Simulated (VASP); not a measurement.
# Fe (Fd-3m) in VASP: single point with PBE

Aim: the single point of Fe with PBE.

Program: VASP 6.6.1. These are calculated values, not measurements. Logs are shortened: lines on timing, memory, paths and dates and some standing lists are left out, and cuts for length are marked.

**1. The cell of the first run**

Symmetry: Fd-3m, No. 227, cubic system. Conventional cell: a = 4.880 Å, b = 4.880 Å, c = 4.880 Å, α = 90.00°, β = 90.00°, γ = 90.00°. Fe (site symmetry -43m) has 4 Fe at 2.11 Å within 2.8 Å.

**2. Single point, PBE**

Contents of INCAR:

```
PREC     = Accurate       # precision mode
ENCUT    = 520            # plane-wave cutoff, eV
EDIFF    = 1E-6           # SCF threshold, eV
ISMEAR   = -1             # smearing method
SIGMA    = 0.13605693000000002 # smearing width, eV
LREAL    = F              # projectors in reciprocal space
LASPH    = T              # aspherical terms in the spheres
NELM     = 80             # most SCF steps
ALGO     = Normal         # electronic algorithm
ISIF     = 2              # what is computed and relaxed
LWAVE    = F              # write WAVECAR
LCHARG   = F              # write CHGCAR
GGA      = PE             # functional
NBANDS   = 15             # bands
```

Contents of KPOINTS:

```
Automatic mesh
0
Gamma
  9 9 9
```

Contents of POSCAR:

```
Fe
1.0
    0.0000000000      2.4399561042      2.4399561042
    2.4399561042      0.0000000000      2.4399561042
    2.4399561042      2.4399561042      0.0000000000
Fe
2
Direct
    0.0000000000      0.0000000000      0.0000000000
    0.2500000000      0.2500000000      0.2500000000
```

Potentials or basis: VASP PAW PBE potentials, release 64 (Fe).

Command:

```console
cat potpaw_PBE.64/Fe/POTCAR > POTCAR
mpirun -np 1 vasp_std > vasp.out
```

OUTCAR:

```text
PREC = Accurate
   ENCUT = 520
   EDIFF = 1E-6
   ISMEAR = -1
   LREAL = F
   LASPH = T
   NELM = 80
   ISIF = 2
   GGA = PE

 ion  position               nearest neighbor table
   1  0.000  0.000  0.000-   2 2.11   2 2.11   2 2.11   2 2.11
   2  0.250  0.250  0.250-   1 2.11   1 2.11   1 2.11   1 2.11

  LATTYP: Found a face centered cubic cell.
 ALAT       =     4.8799122084

  Lattice vectors:

 A1 = (   0.0000000000,   2.4399561042,   2.4399561042)
 A2 = (   2.4399561042,   0.0000000000,   2.4399561042)
 A3 = (   2.4399561042,   2.4399561042,   0.0000000000)

Analysis of symmetry for initial positions (statically):
=====================================================================
 Subroutine PRICEL returns:
 Original cell was already a primitive cell.

 Routine SETGRP: Setting up the symmetry group for a
 face centered cubic supercell.

 Subroutine GETGRP returns: Found 48 space group operations
 (whereof 24 operations were pure point group operations)
 out of a pool of 48 trial point group operations.

The static configuration has the point symmetry T_d .
 The point group associated with its full space group is O_h .

Analysis of symmetry for dynamics (positions and initial velocities):
=====================================================================
 Subroutine PRICEL returns:
 Original cell was already a primitive cell.

 Routine SETGRP: Setting up the symmetry group for a
 face centered cubic supercell.

 Subroutine GETGRP returns: Found 48 space group operations
 (whereof 24 operations were pure point group operations)
 out of a pool of 48 trial point group operations.

The dynamic configuration has the point symmetry T_d .
 The point group associated with its full space group is O_h .

 Subroutine INISYM returns: Found 48 space group operations
 (whereof 24 operations are pure point group operations),
 and found     1 'primitive' translations

----------------------------------------------------------------------------------------

                                     Primitive cell

  volume of cell :      29.0520

  direct lattice vectors                    reciprocal lattice vectors
     0.000000000  2.439956104  2.439956104    -0.204921719  0.204921719  0.204921719
     2.439956104  0.000000000  2.439956104     0.204921719 -0.204921719  0.204921719
     2.439956104  2.439956104  0.000000000     0.204921719  0.204921719 -0.204921719

  length of vectors
     3.450619014  3.450619014  3.450619014     0.354934829  0.354934829  0.354934829

  position of ions in fractional coordinates (direct lattice)
     0.000000000  0.000000000  0.000000000
     0.250000000  0.250000000  0.250000000

  ion indices of the primitive-cell ions
   primitive index   ion index
                 1           1
                 2           2

----------------------------------------------------------------------------------------

 KPOINTS: Automatic mesh

Automatic generation of k-mesh.
 Grid dimensions read from file:
 generate k-points for:    9    9    9

 Generating k-lattice:

  Cartesian coordinates                     Fractional coordinates (reciprocal lattice)
    -0.022769080  0.022769080  0.022769080     0.111111111  0.000000000  0.000000000
     0.022769080 -0.022769080  0.022769080     0.000000000  0.111111111  0.000000000
     0.022769080  0.022769080 -0.022769080     0.000000000  0.000000000  0.111111111

  Length of vectors
     0.039437203  0.039437203  0.039437203

  Shift w.r.t. Gamma in fractional coordinates (k-lattice)
     0.000000000  0.000000000  0.000000000

 Subroutine IBZKPT returns following result:
 ===========================================

 Found     35 irreducible k-points:

 Following reciprocal coordinates:
            Coordinates               Weight
  0.000000  0.000000  0.000000      1.000000
  0.111111  0.000000  0.000000      8.000000
  0.222222  0.000000  0.000000      8.000000
  0.333333  0.000000  0.000000      8.000000
  0.444444  0.000000  0.000000      8.000000
  0.111111  0.111111  0.000000      6.000000
[... 16 lines left out ...]
 -0.333333  0.333333  0.000000     12.000000
  0.444444  0.444444  0.000000      6.000000
 [... further k-points ...]
   k-points           NKPTS =     35   k-points in BZ     NKDIM =     35   number of bands    NBANDS=     15
   number of dos      NEDOS =    301   number of ions     NIONS =      2
   total plane-waves  NPLWV =  21952
   dimension x,y,z NGX =    28 NGY =   28 NGZ =   28
   dimension x,y,z NGXF=    56 NGYF=   56 NGZF=   56
   ions per type =               2
   NGX,Y,Z   is equivalent  to a cutoff of  13.49, 13.49, 13.49 a.u.
   NGXF,Y,Z  is equivalent  to a cutoff of  26.98, 26.98, 26.98 a.u.
 SYSTEM =  unknown system
   PREC   = accura    normal or accurate (medium, high low for compatibility)
   ISTART =      0    job   : 0-new  1-cont  2-samecut
   ICHARG =      2    charge: 1-file 2-atom 10-const
   ISPIN  =      1    spin polarized calculation?
   LNONCOLLINEAR =      F non collinear calculations
   LSORBIT =      F    spin-orbit coupling
   LASPH  =      T    aspherical Exc in radial PAW
   ENCUT  =  520.0 eV  38.22 Ry    6.18 a.u.   6.42  6.42  6.42*2*pi/ulx,y,z
   NELM   =     80;   NELMIN=  2; NELMDL= -5     # of ELM steps
   EDIFF  = 0.1E-05   stopping-criterion for ELM
   LREAL  =      F    real-space projection
   EDIFFG = 0.1E-04   stopping-criterion for IOM
   NSW    =      0    number of steps for IOM
   IBRION =     -1    ionic relax: 0-MD 1-quasi-New 2-CG
   NFREE  =      0    steps in history (QN), initial steepest desc. (CG)
   ISIF   =      2    stress and relaxation
   ISYM   =      2    0-nonsym 1-usesym 2-fastsym
   POTIM  = 0.5000    time-step for ionic-motion
   TEBEG  =    0.0;   TEEND  =   0.0 temperature during run
   PSTRESS=    0.0 pullay stress
   NELECT =      16.0000    total number of electrons
   NUPDOWN=      -1.0000    fix difference up-down
   EMIN   =  10.00;   EMAX   =-10.00  energy-range for DOS
   EFERMI =   0.00;   METHOD = LEGACY
   ISMEAR =    -1;   SIGMA  =   0.14  broadening in eV -4-tet -1-fermi 0-gaus
   EFERMI_NEDOS =   21; number of points for ismear=-14 and -15
   IALGO  =     38    algorithm
   IMIX   =      4    mixing-type and parameters
     AMIX     =   0.40;   BMIX     =  1.00
     AMIX_MAG =   1.60;   BMIX_MAG =  1.00
  volume/ion in A,a.u.               =      14.53        98.03
  Fermi-wavevector in a.u.,A,eV,Ry     =   1.341908  2.535839 24.500251  1.800718
  Thomas-Fermi vector in A             =   2.470104
   LORBIT       =      0    0 simple, 1 ext, 2 COOP (PROOUT), +10 PAW based schemes
   GGA     = PE    functional components
   LHFCALC =     F    Hartree Fock is set to
   AEXX    =    0.0000 exact exchange contribution
   IVDW    =     0    specifies the selected vdW correction
   LEPSILON=     F    determine dielectric tensor
   LRPA    =     F    only Hartree local field effects (RPA)
 non-spin polarized calculation
  energy-cutoff  :      520.00
  volume of cell :       29.05
 maximum number of plane-waves:       797
 NGX is ok and might be reduce to    28
   NGX = 13   NGY = 13   NGZ = 13

 number of electron      16.0000006 magnetization

 Free energy of the ion-electron system (eV)
  ---------------------------------------------------
  ext. energy  EPLUGINS =         0.00000000
  ---------------------------------------------------
  free energy    TOTEN  =       -14.06891612 eV

  energy without entropy =      -13.91363866  energy(sigma->0) =      -13.99127739

 E-fermi :   3.5777     XC(G=0): -11.4948

 val. band max:        3.5721332401   @ k =  -0.2222   0.1111   0.0000
 cond. band min:       3.5854995863   @ k =   0.3333   0.1111   0.0000
 fundamental gap:      0.0133663462
 Fermi energy:         3.5777014202

 k-point     1 :       0.0000    0.0000    0.0000
  band No.  band energies     occupation
      1      -3.0682      2.00000
      2       0.8424      2.00000
      3       0.8424      2.00000
      4       1.1373      2.00000
      5       1.1373      2.00000
      6       1.1373      2.00000
      7       3.1732      1.90269
      8       3.1732      1.90269
      9       3.1732      1.90269
     10       4.7860      0.00028
     11       4.7860      0.00028
     12      17.8065      0.00000
     13      17.8065      0.00000
     14      17.8065      0.00000
     15      18.0435      0.00000

 k-point     2 :       0.1111    0.0000    0.0000
  band No.  band energies     occupation
      1      -2.8157      2.00000
      2       0.7283      2.00000
      3       0.7283      2.00000
      4       1.1530      2.00000
      5       1.3150      2.00000
      6       1.3150      2.00000
      7       3.0373      1.96303
      8       3.1577      1.91271
      9       3.1577      1.91271
     10       4.7839      0.00028
     11       4.7839      0.00028
     12      14.4989      0.00000
     13      16.5891      0.00000
     14      16.5891      0.00000
     15      18.2384      0.00000

 k-point     3 :       0.2222    0.0000    0.0000
  band No.  band energies     occupation
      1      -2.0923      2.00000
      2       0.6544      2.00000
      3       0.6544      2.00000
      4       1.2257      2.00000
      5       1.4952      2.00000
      6       1.4952      2.00000
      7       2.6712      1.99745
      8       3.1976      1.88469
      9       3.1976      1.88469
     10       4.7599      0.00034
     11       4.7599      0.00034
     12      11.2049      0.00000
     13      15.5287      0.00000
     14      15.5287      0.00000
     15      17.3315      0.00000
[... 343 lines left out ...]
 k-point    23 :      -0.3333    0.3333    0.0000
  band No.  band energies     occupation
      1      -0.0532      2.00000
      2       0.5380      2.00000
      3       0.8300      2.00000
      4       1.4598      2.00000
      5       1.7877      2.00000
      6       2.3461      1.99977
      7       2.7629      1.99500
      8       2.7853      1.99411
      9       4.6671      0.00067
     10       4.8402      0.00019
     11       4.8978      0.00012
     12       6.9872      0.00000
     13       7.4009      0.00000
     14      11.4008      0.00000
     15      15.3026      0.00000

 k-point    24 :       0.4444    0.4444    0.0000
  band No.  band energies     occupation
      1      -0.0227      2.00000
      2       0.1877      2.00000
      3       1.2025      2.00000
      4       1.2025      2.00000
      5       1.7680      2.00000
      6       2.3893      1.99968
      7       2.4953      1.99930
      8       3.1851      1.89422
      9       4.6377      0.00083
     10       4.6377      0.00083
     11       5.5643      0.00000
     12       7.4159      0.00000
     13       9.1825      0.00000
     14       9.1825      0.00000
     15      14.8349      0.00000

 [... further k-points ...]
[... 5 lines left out ...]
  --------------------------------------------------------------------------------------
  -------------------------------------------------------------------------------------
  Total       -0.2839259     -0.2839259     -0.2839259      0.0000000     -0.0000000      0.0000000
  in kB      -15.6581183    -15.6581183    -15.6581183      0.0000000     -0.0000000      0.0000000
  external PRESSURE =     -15.6581183 kB  Pullay stress =       0.0000000 kB

 VOLUME and BASIS-vectors are now :
 -----------------------------------------------------------------------------
  energy-cutoff  :      520.00
  volume of cell :       29.05
      direct lattice vectors                 reciprocal lattice vectors
     0.000000000  2.439956104  2.439956104    -0.204921719  0.204921719  0.204921719
     2.439956104  0.000000000  2.439956104     0.204921719 -0.204921719  0.204921719
     2.439956104  2.439956104  0.000000000     0.204921719  0.204921719 -0.204921719

 POSITION                                       TOTAL-FORCE (eV/Angst)
 -----------------------------------------------------------------------------------
      0.00000      0.00000      0.00000         0.000000      0.000000      0.000000
      1.21998      1.21998      1.21998        -0.000000     -0.000000     -0.000000
 -----------------------------------------------------------------------------------
    total drift:                                0.000000      0.000000      0.000000

  FREE ENERGIE OF THE ION-ELECTRON SYSTEM (eV)
  ---------------------------------------------------
  free  energy   TOTEN  =       -14.0689161220 eV

  energy  without entropy=      -13.9136386606  energy(sigma->0) =      -13.99127739
```

Wall time 31 s (1 thread of Intel Xeon 6975P-C, shared host); peak memory 0.16 GiB.

Results:

| Quantity | Value |
| --- | --- |
| Free energy | -14.0689 eV |
| Pressure | -1.6 GPa |
| Band gap on the k mesh | zero (band 8 reaches 3.83 eV, above the bottom of band 9 at 3.16 eV) |

Levels at points of the mesh, in eV from the Fermi level:
| k point | band 5 | band 6 | band 7 | band 8 | band 9 | band 10 | band 11 | band 12 |
| --- | --- | --- | --- | --- | --- | --- | --- | --- |
| (0.00, 0.00, 0.00) | -2.44 | -2.44 | -0.40 | -0.40 | -0.40 | 1.21 | 1.21 | 14.23 |

Caveat: the run has no spin polarisation, though such a crystal can be magnetic.
